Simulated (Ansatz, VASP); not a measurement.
**TiO2 in VASP and in Ansatz**

File INCAR:

```
ALGO = Normal
EDIFF = 1E-6
ENCUT = 520
GGA = PS
ISIF = 2
ISMEAR = 0
LASPH = T
LCHARG = F
LREAL = F
LWAVE = F
NBANDS = 33
NELM = 60
PREC = Accurate
SIGMA = 0.05
```

The input KPOINTS:

```
k-points
0
Gamma
  6 6 10
```

File POSCAR:

```
TiO2
1.0
    4.5912476203      0.0000000000      0.0000000000
    0.0000000000      4.5912476203      0.0000000000
    0.0000000000      0.0000000000      2.9389940195
Ti O
2 4
Direct
    0.0000000000      0.0000000000      0.0637973398
    0.5000000000      0.5000000000      0.5637973398
    0.3044387440      0.3044387440      0.0000000000
    0.1955612560      0.8044387440      0.5000000000
    0.6955612560      0.6955612560      0.0000000000
    0.8044387440      0.1955612560      0.5000000000
```

Input for Ansatz:

```yaml
crystal:
  lattice:
    - [4.5912476203, 0.0, 0.0]
    - [0.0, 4.5912476203, 0.0]
    - [0.0, 0.0, 2.9389940195]
  atoms:
    - { symbol: Ti, position: [0.0, 0.0, 0.0637973398] }
    - { symbol: Ti, position: [0.5, 0.5, 0.5637973398] }
    - { symbol: O, position: [0.304438744, 0.304438744, 0.0] }
    - { symbol: O, position: [0.195561256, 0.804438744, 0.5] }
    - { symbol: O, position: [0.695561256, 0.695561256, 0.0] }
    - { symbol: O, position: [0.804438744, 0.195561256, 0.5] }
basis:
  ecutwfc: 420
kpoints:
  mp_grid: { grid: [6, 6, 10] }
hamiltonian:
  xc: pbesol
scf:
  occupations: { method: gaussian, width: 0.05 }
output:
  forces: true
  stress: true
  eigenvalues: true
```

Change from the starting cell: all Ti atoms moved +0.188 Å, as atom 1 along Cartesian [0 0 1].

Alike in both runs: task single point; functional PBEsol; k mesh 6 × 6 × 10; occupations gaussian, width 0.05 eV; no spin polarisation.

```csv
,VASP,Ansatz
version,VASP 6.6.1,Ansatz 0.2.0
potentials or method,"VASP PAW PBE potentials, release 64 (Ti_sv, O), cutoff 520 eV","scalar-relativistic, plane waves, PAW"
valence electrons in the cell,48,48
```

|  | VASP | Ansatz | Ansatz less VASP |
| --- | --- | --- | --- |
| gap on the k mesh at the Fermi level (eV) | 2.27 | 2.29 | +0.024 |
| least direct gap on the mesh (eV) | 2.68 | 2.70 | +0.023 |
| pressure (GPa) | 5.9 | 5.2 | -0.72 |
| traceless stress, the component that is largest in VASP (GPa) | 2.00 | 1.75 | -0.248 |
| rms of the force components (eV/Å) | 0.407 | 0.367 | -0.0402 |

VASP's potentials were made for PBE, not for PBEsol. Atom by atom the forces differ by 0.040 eV/Å (rms over components).
